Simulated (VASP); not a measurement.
# Mo2Br (Fd-3m) in VASP: a series of runs

Runs on Mo2Br. Level: PBE. Tasks: single point, relaxation of cell and atoms.

Program: VASP 6.6.1. These are calculated values, not measurements. Logs are shortened: lines on timing, memory, paths and dates and some standing lists are left out, and cuts for length are marked.

## (1) The cell of the first run

It takes space group Fd-3m (No. 227, cubic). The conventional cell has a = 8.140 Å, b = 8.140 Å, c = 8.140 Å, α = 90.00°, β = 90.00°, γ = 90.00°. Mo (site symmetry -3m) has 6 Mo at 2.88 Å and 6 Br at 3.37 Å within 3.8 Å. Br (site symmetry -43m) has 12 Mo at 3.37 Å and 4 Br at 3.52 Å within 4.4 Å.

## (2) Single point, PBE, collinear spin, ferromagnetic start

INCAR

```
SYSTEM = Mo2Br
ALGO = Normal
EDIFF = 1E-6
ENCUT = 520
GGA = PE
ISIF = 2
ISMEAR = 0
ISPIN = 2
LASPH = .True.
LCHARG = .False.
LMAXMIX = 4
LORBIT = 11
LREAL = .False.
LWAVE = .False.
MAGMOM = 1 1 1 1 0 0
NBANDS = 48
NELM = 150
PREC = Accurate
SIGMA = 0.1
```

KPOINTS

```
k-points
0
Gamma
  4 4 4
  0 0 0
```

POSCAR

```
Mo2Br
1.0
    0.0000000000      4.0699413900      4.0699413900
    4.0699413900      0.0000000000      4.0699413900
    4.0699413900      4.0699413900      0.0000000000
Mo Br
4 2
Direct
    0.1250000000      0.6250000000      0.1250000000
    0.1250000000      0.1250000000      0.6250000000
    0.6250000000      0.1250000000      0.1250000000
    0.1250000000      0.1250000000      0.1250000000
    0.7500000000      0.7500000000      0.7500000000
    0.5000000000      0.5000000000      0.5000000000
```

Potentials or basis: VASP PAW PBE potentials, release 64 (Mo_sv, Br).

Run with:

```console
$ cat potpaw_PBE.64/Mo_sv/POTCAR potpaw_PBE.64/Br/POTCAR > POTCAR
$ mpirun -np 1 vasp_std > vasp.out
```

OUTCAR:

```text
SYSTEM = Mo2Br
   EDIFF = 1E-6
   ENCUT = 520
   GGA = PE
   ISIF = 2
   ISMEAR = 0
   ISPIN = 2
   LASPH = .True.
   LORBIT = 11
   LREAL = .False.
   NELM = 150
   PREC = Accurate

 ion  position               nearest neighbor table
   1  0.125  0.625  0.125-   4 2.88   2 2.88   2 2.88   3 2.88   4 2.88   3 2.88
   2  0.125  0.125  0.625-   4 2.88   1 2.88   3 2.88   4 2.88   1 2.88   3 2.88
   3  0.625  0.125  0.125-   4 2.88   2 2.88   1 2.88   1 2.88   2 2.88   4 2.88
   4  0.125  0.125  0.125-   1 2.88   2 2.88   3 2.88   2 2.88   1 2.88   3 2.88
   5  0.750  0.750  0.750-
   6  0.500  0.500  0.500-

  LATTYP: Found a face centered cubic cell.
 ALAT       =     8.1398827800

  Lattice vectors:

 A1 = (   0.0000000000,   4.0699413900,   4.0699413900)
 A2 = (   4.0699413900,   0.0000000000,   4.0699413900)
 A3 = (   4.0699413900,   4.0699413900,   0.0000000000)

Analysis of symmetry for initial positions (statically):
=====================================================================
 Subroutine PRICEL returns:
 Original cell was already a primitive cell.

 Routine SETGRP: Setting up the symmetry group for a
 face centered cubic supercell.

 Subroutine GETGRP returns: Found 48 space group operations
 (whereof 24 operations were pure point group operations)
 out of a pool of 48 trial point group operations.

The static configuration has the point symmetry T_d .
 The point group associated with its full space group is O_h .

Analysis of symmetry for dynamics (positions and initial velocities):
=====================================================================
 Subroutine PRICEL returns:
 Original cell was already a primitive cell.

 Routine SETGRP: Setting up the symmetry group for a
 face centered cubic supercell.

 Subroutine GETGRP returns: Found 48 space group operations
 (whereof 24 operations were pure point group operations)
 out of a pool of 48 trial point group operations.

The dynamic configuration has the point symmetry T_d .
 The point group associated with its full space group is O_h .

Analysis of structural, dynamic, and magnetic symmetry:
=====================================================================
 Subroutine PRICEL returns:
 Original cell was already a primitive cell.

 Routine SETGRP: Setting up the symmetry group for a
 face centered cubic supercell.

 Subroutine GETGRP returns: Found 48 space group operations
 (whereof 24 operations were pure point group operations)
 out of a pool of 48 trial point group operations.

The overall configuration has the point symmetry T_d .
 The point group associated with its full space group is O_h .

 Subroutine INISYM returns: Found 48 space group operations
 (whereof 24 operations are pure point group operations),
 and found     1 'primitive' translations

----------------------------------------------------------------------------------------

                                     Primitive cell

  volume of cell :     134.8325

  direct lattice vectors                    reciprocal lattice vectors
     0.000000000  4.069941390  4.069941390    -0.122851892  0.122851892  0.122851892
     4.069941390  0.000000000  4.069941390     0.122851892 -0.122851892  0.122851892
     4.069941390  4.069941390  0.000000000     0.122851892  0.122851892 -0.122851892

  length of vectors
     5.755766312  5.755766312  5.755766312     0.212785719  0.212785719  0.212785719

  position of ions in fractional coordinates (direct lattice)
     0.125000000  0.625000000  0.125000000
     0.125000000  0.125000000  0.625000000
     0.625000000  0.125000000  0.125000000
     0.125000000  0.125000000  0.125000000
     0.750000000  0.750000000  0.750000000
     0.500000000  0.500000000  0.500000000

  ion indices of the primitive-cell ions
   primitive index   ion index
                 1           1
                 2           2
                 3           3
                 4           4
                 5           5
                 6           6

----------------------------------------------------------------------------------------
[... 31 lines left out ...]
  0.500000  0.250000  0.000000     24.000000
 -0.250000  0.250000  0.000000     12.000000
  0.500000  0.500000  0.000000      3.000000
 -0.250000  0.500000  0.250000      6.000000
   k-points           NKPTS =      8   k-points in BZ     NKDIM =      8   number of bands    NBANDS=     48
   number of dos      NEDOS =    301   number of ions     NIONS =      6
   total plane-waves  NPLWV = 110592
   dimension x,y,z NGX =    48 NGY =   48 NGZ =   48
   dimension x,y,z NGXF=    96 NGYF=   96 NGZF=   96
   ions per type =               4   2
   NGX,Y,Z   is equivalent  to a cutoff of  13.86, 13.86, 13.86 a.u.
   NGXF,Y,Z  is equivalent  to a cutoff of  27.73, 27.73, 27.73 a.u.
 SYSTEM =  Mo2Br
   PREC   = accura    normal or accurate (medium, high low for compatibility)
   ISTART =      0    job   : 0-new  1-cont  2-samecut
   ICHARG =      2    charge: 1-file 2-atom 10-const
   ISPIN  =      2    spin polarized calculation?
   LNONCOLLINEAR =      F non collinear calculations
   LSORBIT =      F    spin-orbit coupling
   LASPH  =      T    aspherical Exc in radial PAW
   ENCUT  =  520.0 eV  38.22 Ry    6.18 a.u.  10.70 10.70 10.70*2*pi/ulx,y,z
   NELM   =    150;   NELMIN=  2; NELMDL= -5     # of ELM steps
   EDIFF  = 0.1E-05   stopping-criterion for ELM
   LREAL  =      F    real-space projection
   EDIFFG = 0.1E-04   stopping-criterion for IOM
   NSW    =      0    number of steps for IOM
   IBRION =     -1    ionic relax: 0-MD 1-quasi-New 2-CG
   NFREE  =      0    steps in history (QN), initial steepest desc. (CG)
   ISIF   =      2    stress and relaxation
   ISYM   =      2    0-nonsym 1-usesym 2-fastsym
   POTIM  = 0.5000    time-step for ionic-motion
   TEBEG  =    0.0;   TEEND  =   0.0 temperature during run
   PSTRESS=    0.0 pullay stress
   NELECT =      70.0000    total number of electrons
   NUPDOWN=      -1.0000    fix difference up-down
   EMIN   =  10.00;   EMAX   =-10.00  energy-range for DOS
   EFERMI =   0.00;   METHOD = LEGACY
   ISMEAR =     0;   SIGMA  =   0.10  broadening in eV -4-tet -1-fermi 0-gaus
   EFERMI_NEDOS =   21; number of points for ismear=-14 and -15
   IALGO  =     38    algorithm
   IMIX   =      4    mixing-type and parameters
     AMIX     =   0.40;   BMIX     =  1.00
     AMIX_MAG =   1.60;   BMIX_MAG =  1.00
  volume/ion in A,a.u.               =      22.47       151.65
  Fermi-wavevector in a.u.,A,eV,Ry     =   1.315758  2.486422 23.554667  1.731219
  Thomas-Fermi vector in A             =   2.445918
   LORBIT       =     11    0 simple, 1 ext, 2 COOP (PROOUT), +10 PAW based schemes
   GGA     = PE    functional components
   LHFCALC =     F    Hartree Fock is set to
   AEXX    =    0.0000 exact exchange contribution
   IVDW    =     0    specifies the selected vdW correction
   LEPSILON=     F    determine dielectric tensor
   LRPA    =     F    only Hartree local field effects (RPA)
 spin polarized calculation
 Gauss-broadening in eV      SIGMA  =   0.10
  energy-cutoff  :      520.00
  volume of cell :      134.83
 maximum number of plane-waves:      3695
 NGX is ok and might be reduce to    48
   NGX = 21   NGY = 21   NGZ = 21

 number of electron      70.0000008 magnetization       1.7801948

 Free energy of the ion-electron system (eV)
  ---------------------------------------------------
  ext. energy  EPLUGINS =         0.00000000
  ---------------------------------------------------
  free energy    TOTEN  =       -38.24022650 eV

  energy without entropy =      -38.18155888  energy(sigma->0) =      -38.21089269

 E-fermi :   6.9516     XC(G=0): -10.8711

 val. band max:        6.9404192627   @ k =   0.5000   0.2500   0.0000
 cond. band min:       6.9824674266   @ k =  -0.2500   0.5000   0.2500
 fundamental gap:      0.0420481639
 Fermi energy:         6.9516149411

 spin component 1

 k-point     1 :       0.0000    0.0000    0.0000
  band No.  band energies     occupation
      1     -54.2390      1.00000
      2     -54.1203      1.00000
      3     -54.1203      1.00000
      4     -54.1203      1.00000
      5     -28.7283      1.00000
      6     -28.4851      1.00000
[... 389 lines left out ...]
     46       8.5677      0.00000
     47      10.9573      0.00000
 Fermi energy:         6.9516149411

 spin component 2

 k-point     1 :       0.0000    0.0000    0.0000
  band No.  band energies     occupation
      1     -54.0272      1.00000
      2     -53.9081      1.00000
      3     -53.9081      1.00000
      4     -53.9081      1.00000
      5     -28.5886      1.00000
      6     -28.2312      1.00000
[... 389 lines left out ...]
     46       8.7955      0.00000
     47      11.1403      0.00000
 [bands above 47 left out]

------------------------ aborting loop because EDIFF is reached ----------------------------------------

  FORCE on cell =-STRESS in cart. coord.  units (eV):
  Direction    XX          YY          ZZ          XY          YZ          ZX
  --------------------------------------------------------------------------------------
  -------------------------------------------------------------------------------------
  Total      -12.8458552    -12.8458552    -12.8458552      0.0000000      0.0000000      0.0000000
  in kB     -152.6437906   -152.6437906   -152.6437906      0.0000000      0.0000000      0.0000000
  external PRESSURE =    -152.6437906 kB  Pullay stress =       0.0000000 kB

 VOLUME and BASIS-vectors are now :
 -----------------------------------------------------------------------------
  energy-cutoff  :      520.00
  volume of cell :      134.83
      direct lattice vectors                 reciprocal lattice vectors
     0.000000000  4.069941390  4.069941390    -0.122851892  0.122851892  0.122851892
     4.069941390  0.000000000  4.069941390     0.122851892 -0.122851892  0.122851892
     4.069941390  4.069941390  0.000000000     0.122851892  0.122851892 -0.122851892

 POSITION                                       TOTAL-FORCE (eV/Angst)
 -----------------------------------------------------------------------------------
      3.05246      1.01749      3.05246         0.000000      0.000000      0.000000
      3.05246      3.05246      1.01749         0.000000      0.000000      0.000000
      1.01749      3.05246      3.05246         0.000000      0.000000      0.000000
      1.01749      1.01749      1.01749         0.000000      0.000000      0.000000
      6.10491      6.10491      6.10491         0.000000      0.000000      0.000000
      4.06994      4.06994      4.06994        -0.000000     -0.000000     -0.000000
 -----------------------------------------------------------------------------------
    total drift:                                0.000000      0.000000      0.000000

  FREE ENERGIE OF THE ION-ELECTRON SYSTEM (eV)
  ---------------------------------------------------
  free  energy   TOTEN  =       -38.2402265005 eV

  energy  without entropy=      -38.1815588791  energy(sigma->0) =      -38.21089269

 total charge

# of ion       s       p       d       tot
------------------------------------------
    1        2.285   6.067   3.840  12.192
    2        2.285   6.067   3.840  12.192
    3        2.285   6.067   3.840  12.192
    4        2.285   6.067   3.840  12.192
    5        1.658   3.019   0.038   4.715
    6        1.658   3.019   0.038   4.715
--------------------------------------------------
tot         12.455  30.308  15.436  58.199

 magnetization (x)

# of ion       s       p       d       tot
------------------------------------------
    1        0.008   0.006   0.313   0.327
    2        0.008   0.006   0.313   0.327
    3        0.008   0.006   0.313   0.327
    4        0.008   0.006   0.313   0.327
    5        0.004   0.076   0.003   0.083
    6        0.004   0.076   0.003   0.083
--------------------------------------------------
tot          0.039   0.176   1.259   1.475
```

Run time: 1.9 min. Hardware: 1 thread of Intel Xeon Platinum 8488C (Sapphire Rapids), shared host; peak memory 0.42 GiB.

What came out:

```
Free energy                                           : -38.2402 eV
Pressure                                              : -15.3 GPa
Net moment                                            : 1.78 μB per cell
Site moments                                          : Mo +0.33; Br +0.08 μB
Valence electrons inside the program's atomic spheres : Mo 12.19; Br 4.71
```

## (3) Relaxation of cell and atoms, PBE

This run uses another cell than the first one, of 18.48 Å³/atom, 0.822 times its volume.

INCAR

```
ALGO = Normal
EDIFF = 1E-6
EDIFFG = -0.01
ENCUT = 600
GGA = PE
IBRION = 2
ISIF = 3
ISMEAR = 0
LASPH = T
LCHARG = F
LREAL = F
LWAVE = F
NELM = 60
NSW = 100
PREC = Accurate
SIGMA = 0.1
```

KPOINTS

```
k-points
0
Gamma
  8 8 8
```

POSCAR

```
Mo2Br
1.0
    0.0000000000      3.8128140535      3.8128140535
    3.8128140535      0.0000000000      3.8128140535
    3.8128140535      3.8128140535      0.0000000000
Mo Br
4 2
Direct
    0.6250000000      0.1250000000      0.6250000000
    0.6250000000      0.6250000000      0.1250000000
    0.1250000000      0.6250000000      0.6250000000
    0.6250000000      0.6250000000      0.6250000000
    0.2500000000      0.2500000000      0.2500000000
    0.0000000000      0.0000000000      0.0000000000
```

Potentials or basis: VASP PAW PBE potentials, release 64 (Mo_sv, Br).

Run with:

```console
$ cat potpaw_PBE.64/Mo_sv/POTCAR potpaw_PBE.64/Br/POTCAR > POTCAR
$ mpirun -np 1 vasp_std > vasp.out
```

Run time: 4.8 min. Hardware: 1 thread of Intel Xeon Platinum 8488C (Sapphire Rapids), shared host; peak memory 0.4 GiB.

The run converged. Its results:

* Free energy: -39.5826 eV
* Relaxed volume: 18.53 Å³/atom
* Relaxed cell: a = 5.397 Å, b = 5.397 Å, c = 5.397 Å, α = 60.00°, β = 60.00°, γ = 60.00°
* Space group after relaxing (to 0.05 Å): Fd-3m (No. 227)
* Energy gained by relaxing: 0.0 meV/atom
* Ionic steps: 3
* Pressure after relaxing: 0.0 GPa
* Band gap on the k mesh: zero (band 35 reaches 10.85 eV, above the bottom of band 36 at 8.85 eV)

The path:
```csv
step,energy change (eV),largest force (eV/Å),pressure (GPa),volume (Å³)
1,0.0000,0.0000,0.31,110.86
2,0.0000,0.0000,-0.31,111.43
3,-0.0003,0.0000,0.00,111.15
```

Final structure:
```
CELL_PARAMETERS angstrom
0.00000 3.81617 3.81617
3.81617 0.00000 3.81617
3.81617 3.81617 0.00000
ATOMIC_POSITIONS crystal
Mo 0.62500 0.12500 0.62500
Mo 0.62500 0.62500 0.12500
Mo 0.12500 0.62500 0.62500
Mo 0.62500 0.62500 0.62500
Br 0.25000 0.25000 0.25000
Br 0.00000 0.00000 0.00000
```

Levels at points of the mesh, in eV from the Fermi level:
```
           k point  band 32  band 33  band 34  band 35  band 36  band 37  band 38  band 39
(0.00, 0.00, 0.00)     0.22     0.22     0.22     1.30     1.30     1.30     1.46     1.46
(0.50, 0.00, 0.00)    -1.03    -1.02    -1.02     0.11     0.14     0.14     0.46     0.46
(0.50, 0.50, 0.00)    -1.03    -0.83    -0.83    -0.70    -0.70     0.15     0.15     0.91
```
